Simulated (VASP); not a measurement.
Write the native input for VASP 6.6.1 that does the following.

```
Task                   : relaxation of cell and atoms
Functional             : PBEsol
Potentials or basis    : VASP PAW PBE potentials, release 64 (I, Cu)
Cutoff                 : 600 eV
k mesh                 : 7 × 7 × 4
Occupations            : fermi-dirac, width 0.05 eV
Spin                   : no spin polarisation
Target pressure        : 10 GPa
Dipole correction      : no
Further INCAR settings : ALGO = Normal; EDIFF = 1e-06; IBRION = 2; EDIFFG = -0.005; NSW = 80; ISIF = 3
```

The structure of CuI lies in POSCAR:

```
CuI
1.0
    4.0901961900      0.0000000000      0.0000000000
    0.0000000000      4.0901961900      0.0000000000
    0.0000000000      0.0000000000      6.5514580400
I Cu
2 2
Direct
    0.0000000000      0.5000000000      0.7430343600
    0.5000000000      0.0000000000      0.2569656400
    0.0000000000      0.0000000000      0.0000000000
    0.5000000000      0.5000000000      0.0000000000
```

These files were run (other wordings do the same):

INCAR

```
SYSTEM = CuI
PREC = Accurate
ENCUT = 600
EDIFF = 1E-6
ISMEAR = -1
SIGMA = 0.05
LREAL = .FALSE.
LASPH = .TRUE.
NELM = 100
ALGO = Normal
ISIF = 3
LWAVE = .FALSE.
LCHARG = .FALSE.
GGA = PS
IBRION = 2
NSW = 80
EDIFFG = -0.005
PSTRESS = 100.0
```

KPOINTS

```
regular mesh
0
G
  7 7 4
  0 0 0
```

Potentials or basis: VASP PAW PBE potentials, release 64 (I, Cu).

The run is started by

```console
$ cat potpaw_PBE.64/I/POTCAR potpaw_PBE.64/Cu/POTCAR > POTCAR
$ mpirun -np 1 vasp_std > vasp.out
```

Results of the run:

| Item | Value |
| --- | --- |
| Relaxed volume | 20.46 Å³/atom |
| Relaxed cell | a = 3.810 Å, b = 3.810 Å, c = 5.637 Å, α = 90.00°, β = 90.00°, γ = 90.00° |
| Space group after relaxing (to 0.1 Å) | P4/nmm (No. 129) |
| Energy change on relaxing (the run minimises the enthalpy) | +112.1 meV/atom |
| Ionic steps | 23 |
| Pressure after relaxing | 10.0 GPa |
| Band gap on the k mesh | 1.49 eV |

Caveat: the cell is relaxed towards a set pressure, so the run minimises the enthalpy, not the energy; the volume moved by over 15 % at a fixed basis, so the end points are rough; the PAW data sets were made with another functional, which shifts forces and pressure a little; spin-orbit coupling is left out, which moves the levels of the heavy elements.

It took 22 min on 1 thread of Oxide Virtual Turin-like Processor (shared host), peak memory 0.29 GiB.
